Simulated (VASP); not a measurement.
# SnO (P4/nmm) in VASP: single point with PBE

Aim: the single point of SnO with PBE.

Everything below comes from runs of VASP 6.6.1. Logs are shortened: lines on timing, memory, paths and dates and some standing lists are left out, and cuts for length are marked.

## Step 1: The cell of the first run

Symmetry: P4/nmm, No. 129, tetragonal system. The conventional cell has a = 3.799 Å, b = 3.799 Å, c = 4.841 Å, α = 90.00°, β = 90.00°, γ = 90.00°. Sn (site symmetry 4mm) has 4 O at 2.22 Å within 2.9 Å. Within 2.9 Å of O (site symmetry -4m2) lie 4 Sn at 2.22 Å and 4 O at 2.69 Å.

## Step 2: Single point, PBE

Contents of INCAR:

```
SYSTEM = SnO
  PREC = Accurate
  ENCUT = 520
  EDIFF = 1E-6
  ISMEAR = 0
  SIGMA = 0.05
  LREAL = .False.
  LASPH = .True.
  NELM = 60
  ALGO = Normal
  ISIF = 2
  LWAVE = .False.
  LCHARG = .False.
  GGA = PE
  NBANDS = 28
```

Contents of KPOINTS:

```
Automatic mesh
0
Gamma
  8 8 6
  0 0 0
```

Contents of POSCAR:

```
SnO
1.0
    3.7986000000      0.0000000000      0.0000000000
    0.0000000000      3.7986000000      0.0000000000
    0.0000000000      0.0000000000      4.8408000000
Sn O
2 2
Direct
    0.5000000000      0.0000000000      0.2369000000
    0.0000000000      0.5000000000      0.7631000000
    0.0000000000      0.0000000000      0.0000000000
    0.5000000000      0.5000000000      0.0000000000
```

Potentials or basis: VASP PAW PBE potentials, release 64 (Sn_d, O).

Started as:

```sh
$ cat potpaw_PBE.64/Sn_d/POTCAR potpaw_PBE.64/O/POTCAR > POTCAR
$ mpirun -np 1 vasp_std > vasp.out
```

OUTCAR:

```text
SYSTEM = SnO
   PREC = Accurate
   ENCUT = 520
   EDIFF = 1E-6
   ISMEAR = 0
   LREAL = .False.
   LASPH = .True.
   NELM = 60
   ISIF = 2
   GGA = PE

 ion  position               nearest neighbor table
   1  0.500  0.000  0.237-   3 2.22   4 2.22   4 2.22   3 2.22   2 3.53   2 3.53   2 3.53   2 3.53
                             2 3.70   2 3.70   2 3.70   2 3.70
   2  0.000  0.500  0.763-   3 2.22   4 2.22   3 2.22   4 2.22   1 3.53   1 3.53   1 3.53   1 3.53
                             1 3.70   1 3.70   1 3.70   1 3.70
   3  0.000  0.000  0.000-   1 2.22   2 2.22   2 2.22   1 2.22
   4  0.500  0.500  0.000-   1 2.22   2 2.22   1 2.22   2 2.22

  LATTYP: Found a simple tetragonal cell.
 ALAT       =     3.7986000000
 C/A-ratio  =     1.2743642395

  Lattice vectors:

 A1 = (   3.7986000000,   0.0000000000,   0.0000000000)
 A2 = (   0.0000000000,   3.7986000000,   0.0000000000)
 A3 = (   0.0000000000,   0.0000000000,   4.8408000000)

Analysis of symmetry for initial positions (statically):
=====================================================================
 Subroutine PRICEL returns:
 Original cell was already a primitive cell.

 Routine SETGRP: Setting up the symmetry group for a
 simple tetragonal supercell.

 Subroutine GETGRP returns: Found 16 space group operations
 (whereof  8 operations were pure point group operations)
 out of a pool of 16 trial point group operations.

The static configuration has the point symmetry D_2d.
 The point group associated with its full space group is D_4h.

Analysis of symmetry for dynamics (positions and initial velocities):
=====================================================================
 Subroutine PRICEL returns:
 Original cell was already a primitive cell.

 Routine SETGRP: Setting up the symmetry group for a
 simple tetragonal supercell.

 Subroutine GETGRP returns: Found 16 space group operations
 (whereof  8 operations were pure point group operations)
 out of a pool of 16 trial point group operations.

The dynamic configuration has the point symmetry D_2d.
 The point group associated with its full space group is D_4h.

 Subroutine INISYM returns: Found 16 space group operations
 (whereof  8 operations are pure point group operations),
 and found     1 'primitive' translations

----------------------------------------------------------------------------------------

                                     Primitive cell

  volume of cell :      69.8497

  direct lattice vectors                    reciprocal lattice vectors
[... 88 lines left out ...]
   LASPH  =      T    aspherical Exc in radial PAW
   ENCUT  =  520.0 eV  38.22 Ry    6.18 a.u.   7.06  7.06  9.00*2*pi/ulx,y,z
   NELM   =     60;   NELMIN=  2; NELMDL= -5     # of ELM steps
   EDIFF  = 0.1E-05   stopping-criterion for ELM
   LREAL  =      F    real-space projection
   EDIFFG = 0.1E-04   stopping-criterion for IOM
   NSW    =      0    number of steps for IOM
   IBRION =     -1    ionic relax: 0-MD 1-quasi-New 2-CG
   NFREE  =      0    steps in history (QN), initial steepest desc. (CG)
   ISIF   =      2    stress and relaxation
   ISYM   =      2    0-nonsym 1-usesym 2-fastsym
   POTIM  = 0.5000    time-step for ionic-motion
   TEBEG  =    0.0;   TEEND  =   0.0 temperature during run
   PSTRESS=    0.0 pullay stress
   NELECT =      40.0000    total number of electrons
   NUPDOWN=      -1.0000    fix difference up-down
   EMIN   =  10.00;   EMAX   =-10.00  energy-range for DOS
   EFERMI =   0.00;   METHOD = LEGACY
   ISMEAR =     0;   SIGMA  =   0.05  broadening in eV -4-tet -1-fermi 0-gaus
   EFERMI_NEDOS =   21; number of points for ismear=-14 and -15
   IALGO  =     38    algorithm
   IMIX   =      4    mixing-type and parameters
     AMIX     =   0.40;   BMIX     =  1.00
     AMIX_MAG =   1.60;   BMIX_MAG =  1.00
  volume/ion in A,a.u.               =      17.46       117.84
  Fermi-wavevector in a.u.,A,eV,Ry     =   1.359482  2.569048 25.146163  1.848191
  Thomas-Fermi vector in A             =   2.486226
   LORBIT       =      0    0 simple, 1 ext, 2 COOP (PROOUT), +10 PAW based schemes
   GGA     = PE    functional components
   LHFCALC =     F    Hartree Fock is set to
   AEXX    =    0.0000 exact exchange contribution
   IVDW    =     0    specifies the selected vdW correction
   LEPSILON=     F    determine dielectric tensor
   LRPA    =     F    only Hartree local field effects (RPA)
 non-spin polarized calculation
 Gauss-broadening in eV      SIGMA  =   0.05
  energy-cutoff  :      520.00
  volume of cell :       69.85
 maximum number of plane-waves:      1900
   NGX = 15   NGY = 15   NGZ = 19

 number of electron      39.9999994 magnetization

 Free energy of the ion-electron system (eV)
  ---------------------------------------------------
  ext. energy  EPLUGINS =         0.00000000
  ---------------------------------------------------
  free energy    TOTEN  =       -22.65938870 eV

  energy without entropy =      -22.65914691  energy(sigma->0) =      -22.65926781

 E-fermi :   7.2931     XC(G=0): -10.2669

 val. band max:        7.2530145773   @ k =   0.0000   0.0000   0.0000
 cond. band min:       7.3230635658   @ k =   0.5000   0.5000   0.0000
 fundamental gap:      0.0700489885
 Fermi energy:         7.2931388583

 k-point     1 :       0.0000    0.0000    0.0000
  band No.  band energies     occupation
      1     -14.8279      2.00000
      2     -14.3706      2.00000
      3     -14.3706      2.00000
      4     -14.3685      2.00000
      5     -14.3238      2.00000
      6     -14.3159      2.00000
[... 733 lines left out ...]
     27      15.8562      0.00000
     28      15.8562      0.00000

 [... further k-points ...]
[... 5 lines left out ...]
  --------------------------------------------------------------------------------------
  -------------------------------------------------------------------------------------
  Total        2.3721711      2.3721711      1.8674119      0.0000000      0.0000000      0.0000000
  in kB       54.4117045     54.4117045     42.8337833      0.0000000      0.0000000      0.0000000
  external PRESSURE =      50.5523974 kB  Pullay stress =       0.0000000 kB

 VOLUME and BASIS-vectors are now :
 -----------------------------------------------------------------------------
  energy-cutoff  :      520.00
  volume of cell :       69.85
      direct lattice vectors                 reciprocal lattice vectors
     3.798600000  0.000000000  0.000000000     0.263254883  0.000000000  0.000000000
     0.000000000  3.798600000  0.000000000     0.000000000  0.263254883  0.000000000
     0.000000000  0.000000000  4.840800000     0.000000000  0.000000000  0.206577425

 POSITION                                       TOTAL-FORCE (eV/Angst)
 -----------------------------------------------------------------------------------
      1.89930      0.00000      1.14679        -0.000000      0.000000      0.590161
      0.00000      1.89930      3.69401         0.000000      0.000000     -0.590161
      0.00000      0.00000      0.00000        -0.000000      0.000000      0.000000
      1.89930      1.89930      0.00000         0.000000     -0.000000      0.000000
 -----------------------------------------------------------------------------------
    total drift:                                0.000000      0.000000      0.000000

  FREE ENERGIE OF THE ION-ELECTRON SYSTEM (eV)
  ---------------------------------------------------
  free  energy   TOTEN  =       -22.6593886978 eV

  energy  without entropy=      -22.6591469144  energy(sigma->0) =      -22.65926781
```

stdout:

```text
POSCAR found type information on POSCAR SnO
 POSCAR found :  2 types and       4 ions
 scaLAPACK will be used
 LDA part: xc-table for (Slater+PW92), standard interpolation
 POSCAR, INCAR and KPOINTS ok, starting setup
 FFT: planning ... GRIDC
 FFT: planning ... GRID_SOFT
 FFT: planning ... GRID
 WAVECAR not read
 entering main loop
```

Wall time 87 s (1 thread of Intel Xeon Platinum 8259CL at 2.50GHz (Skylake/Cascade Lake), shared host); peak memory 0.23 GiB.

What came out:

```
Free energy            : -22.6594 eV
Pressure               : 5.1 GPa
Largest force          : 0.590 eV/Å
Band gap on the k mesh : 0.07 eV, indirect (least direct gap 1.98 eV)
```

Forces in eV/Å, atoms in the order of the input:
```
Sn   0.000  0.000  0.590
Sn   0.000  0.000 -0.590
O    0.000  0.000  0.000
O    0.000  0.000  0.000
```

Levels at points of the mesh, in eV from the valence-band top:
```tsv
k point	band 16	band 17	band 18	band 19	band 20	band 21	band 22	band 23	band 24	band 25
(0.00, 0.00, 0.00)	-6.38	-3.56	-3.26	-3.26	0.00	2.09	4.32	4.70	4.70	5.71
(0.50, 0.00, 0.00)	-5.10	-4.95	-4.95	-2.75	-2.75	3.18	3.18	5.93	5.93	5.98
(0.50, 0.50, 0.00)	-5.23	-2.60	-2.60	-1.91	-1.91	0.07	0.07	4.45	4.45	7.24
(0.00, 0.00, 0.50)	-3.63	-3.28	-3.28	-3.13	-2.28	1.67	2.96	2.96	3.68	7.89
(0.50, 0.00, 0.50)	-5.56	-4.91	-4.91	-1.78	-1.78	2.56	2.56	5.44	5.44	6.68
(0.50, 0.50, 0.50)	-5.68	-2.70	-2.70	-2.60	-2.60	2.33	2.33	4.03	4.03	5.60
```

Caveat: spin-orbit coupling is left out, which moves the levels of the heavy elements.
